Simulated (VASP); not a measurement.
Wanted: the native input for a VASP 6.6.1 run.

```
Task                   : single point
Functional             : RPBE
Potentials or basis    : VASP PAW PBE potentials, release 64 (Mg)
Cutoff                 : 520 eV
k mesh                 : 9 × 9 × 9
Occupations            : fermi-dirac, width 0.1 eV
Spin                   : no spin polarisation
Dipole correction      : no
Further INCAR settings : ALGO = Normal; EDIFF = 1e-06; NBANDS = 9
```

The structure of Mg lies in POSCAR:

```
Mg
1.0
    0.0000000000      3.6193152534      3.6193152534
    3.6193152534      0.0000000000      3.6193152534
    3.6193152534      3.6193152534      0.0000000000
Mg
2
Direct
    0.1250000000      0.1250000000      0.1250000000
    0.8750000000      0.8750000000      0.8750000000
```

This cell differs from its parent crystal: volume scaled by 1.12.

One way to write it, as run:

INCAR

```
  PREC = Accurate
  ENCUT = 520
  EDIFF = 1E-6
  ISMEAR = -1
  SIGMA = 0.1
  LREAL = False
  LASPH = True
  NELM = 60
  ALGO = Normal
  ISIF = 2
  LWAVE = False
  LCHARG = False
  GGA = RP
  NBANDS = 9
```

KPOINTS

```
regular mesh
0
Gamma
  9 9 9
```

Potentials or basis: VASP PAW PBE potentials, release 64 (Mg).

The run is started by

```console
$ cat potpaw_PBE.64/Mg/POTCAR > POTCAR
$ mpirun -np 1 vasp_std > vasp.out
```

Results of the run:

The pressure is -0.9 GPa and the band gap on the k mesh is zero (band 2 reaches 2.55 eV, above the bottom of band 3 at -0.55 eV).

Caveat: the PAW data sets were made with another functional, which shifts forces and pressure a little.

It took 18 s on 1 thread of Intel(R) Xeon(R) 6975P-C (Granite Rapids), on a shared host, peak memory 0.23 GiB.
